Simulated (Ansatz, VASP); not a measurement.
LiBr in VASP and in Ansatz

Contents of INCAR:

```
SYSTEM = LiBr
ALGO = Normal ; EDIFF = 1E-8
ENCUT = 650 ; GGA = PE
GGA_COMPAT = .False. ; ISIF = 2
ISMEAR = 0 ; LASPH = .True.
LCHARG = .False. ; LEFG = .True.
LREAL = .False. ; LWAVE = .False.
NBANDS = 54 ; NELM = 120
PREC = Accurate ; SIGMA = 0.01
```

The input KPOINTS:

```
k-points
0
Gamma
  3 3 3
  0 0 0
```

POSCAR

```
LiBr
1.0
    0.0000000000      5.5013000000      5.5013000000
    5.5013000000      0.0000000000      5.5013000000
    5.5013000000      5.5013000000      0.0000000000
Li Br
8 8
Direct
    0.0000000000      0.0000000000      0.0000000000
    0.0000000000      0.0000000000      0.5000000000
    0.0000000000      0.5000000000      0.0000000000
    0.0000000000      0.5000000000      0.5000000000
    0.5000000000      0.0000000000      0.0000000000
    0.5000000000      0.0000000000      0.5000000000
    0.5000000000      0.5000000000      0.0000000000
    0.5000000000      0.5000000000      0.5000000000
    0.2500000000      0.2500000000      0.2500000000
    0.2500000000      0.2500000000      0.7500000000
    0.2500000000      0.7500000000      0.2500000000
    0.2500000000      0.7500000000      0.7500000000
    0.7500000000      0.2500000000      0.2500000000
    0.7500000000      0.2500000000      0.7500000000
    0.7500000000      0.7500000000      0.2500000000
    0.7500000000      0.7500000000      0.7500000000
```

Input for Ansatz:

```yaml
crystal:
  lattice:
    - [0.0, 5.5013, 5.5013]
    - [5.5013, 0.0, 5.5013]
    - [5.5013, 5.5013, 0.0]
  atoms:
    - { symbol: Li, position: [0.0, 0.0, 0.0] }
    - { symbol: Li, position: [0.0, 0.0, 0.5] }
    - { symbol: Li, position: [0.0, 0.5, 0.0] }
    - { symbol: Li, position: [0.0, 0.5, 0.5] }
    - { symbol: Li, position: [0.5, 0.0, 0.0] }
    - { symbol: Li, position: [0.5, 0.0, 0.5] }
    - { symbol: Li, position: [0.5, 0.5, 0.0] }
    - { symbol: Li, position: [0.5, 0.5, 0.5] }
    - { symbol: Br, position: [0.25, 0.25, 0.25] }
    - { symbol: Br, position: [0.25, 0.25, 0.75] }
    - { symbol: Br, position: [0.25, 0.75, 0.25] }
    - { symbol: Br, position: [0.25, 0.75, 0.75] }
    - { symbol: Br, position: [0.75, 0.25, 0.25] }
    - { symbol: Br, position: [0.75, 0.25, 0.75] }
    - { symbol: Br, position: [0.75, 0.75, 0.25] }
    - { symbol: Br, position: [0.75, 0.75, 0.75] }
kpoints:
  mp_grid: { grid: [3, 3, 3] }
scf:
  occupations: { method: fixed }
hamiltonian:
  xc: pbe
  pseudopotentials: { kind: paw }
output:
  forces: true
  efg:
    quadrupole_moments_barn: { Li: -0.0401, Br: 0.2579 }
    contact_densities: true
  core_levels:
    shells: { Br: "3d" }
    counted_from: valence_top
    eps_inf: [3.423, 3.423, 3.423]
    add_spin: false
```

Alike in both runs: task electric field gradients; functional PBE; k mesh 3 × 3 × 3; no spin polarisation.

|  | VASP | Ansatz |
| --- | --- | --- |
| version | VASP 6.6.1 | Ansatz 0.2.0 |
| potentials or method | VASP PAW PBE potentials, release 64 (Li_sv, Br) | plane-wave PAW, scalar-relativistic |
| plane-wave cutoff (eV) | 650 | 420 |
| occupations | gaussian, width 0.01 eV | fixed |
| valence electrons in the cell | 80 | 80 |

|  | VASP | Ansatz | Ansatz less VASP |
| --- | --- | --- | --- |
| gap on the k mesh at the Fermi level (eV) | 4.95 | 4.94 | -0.009 |
